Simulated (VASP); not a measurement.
Here is a VASP 6.6.1 calculation.

Contents of INCAR:

```
  ALGO = Normal
  EDIFF = 1E-7
  ENCUT = 520
  GGA = PS
  ISIF = 2
  ISMEAR = -1
  LASPH = True
  LCHARG = True
  LELF = True
  LREAL = False
  LVHAR = True
  LWAVE = False
  NBANDS = 21
  NELM = 80
  PREC = Accurate
  SIGMA = 0.05
```

The input KPOINTS:

```
k-points
0
Gamma
  7 7 7
```

POSCAR

```
Sn
1.0
    0.0000000000      3.2706970499      3.2706970499
    3.2706970499      0.0000000000      3.2706970499
    3.2706970499      3.2706970499      0.0000000000
Sn
2
Direct
    0.7500000000      0.7500000000      0.7500000000
    0.5000000000      0.5000000000      0.5000000000
```

Potentials or basis: VASP PAW PBE potentials, release 64 (Sn_d).

Launch:

```bash
$ cat potpaw_PBE.64/Sn_d/POTCAR > POTCAR
$ mpirun -np 1 vasp_std > vasp.out
```

(1) Estimate the band gap on the k mesh.

(2) What does it give for the pressure?

Results:

(1) zero (bands 14 and 15 overlap by 0.16 eV).

(2) -0.1 GPa.

Caveat: the PAW data sets were made with another functional, which shifts forces and pressure a little; spin-orbit coupling is left out, which moves the levels of the heavy elements.
